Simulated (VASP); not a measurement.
A run of VASP 6.6.1 is set up as follows.

Contents of INCAR:

```
SYSTEM = Na
ALGO     = Normal         ! electronic algorithm
EDIFF    = 1E-6           ! SCF threshold, eV
ENCUT    = 520            ! plane-wave cutoff, eV
GGA      = PE             ! functional
ISIF     = 2              ! what is computed and relaxed
ISMEAR   = 1              ! smearing method
LASPH    = .True.         ! aspherical terms in the spheres
LCHARG   = .False.        ! write CHGCAR
LREAL    = .False.        ! projectors in reciprocal space
LWAVE    = .False.        ! write WAVECAR
NBANDS   = 34             ! bands
NELM     = 60             ! most SCF steps
PREC     = Accurate       ! precision mode
SIGMA    = 0.15           ! smearing width, eV
```

KPOINTS

```
k-points
0
Gamma
  2 2 2
  0 0 0
```

The input POSCAR:

```
Na
1.0
   -4.2843900000      4.2843900000      4.2843900000
    4.2843900000     -4.2843900000      4.2843900000
    4.2843900000      4.2843900000     -4.2843900000
Na
7
Direct
    0.0022548134      0.0023461916      0.0022566806
    0.0274134708      0.0676822138      0.5287058368
    0.0274533831      0.4998908829     -0.0404646869
    0.4644690376     -0.0674042279     -0.0349969307
    0.4969219656     -0.0022808381      0.5003296852
    0.8946630676      0.5012469686      0.3926320900
    0.4658652690      0.5006359132      0.5326174788
```

Potentials or basis: VASP PAW PBE potentials, release 64 (Na_pv).

The run is started by

```console
$ cat potpaw_PBE.64/Na_pv/POTCAR > POTCAR
$ mpirun -np 1 vasp_std > vasp.out
```

Estimate the pressure.

-0.4 GPa.

What does it give for the largest force?

0.190 eV/Å.

Estimate the band gap on the k mesh.

zero (an odd number of electrons rules out a gap without spin polarisation).

Stress tensor (GPa, compression positive):
```
-0.20  0.00  0.00
 0.00 -0.77  0.00
 0.00  0.00 -0.21
```

Caveat: the k points lie up to 0.52 Å⁻¹ apart, too coarse for converged energies and pressures of a metal.
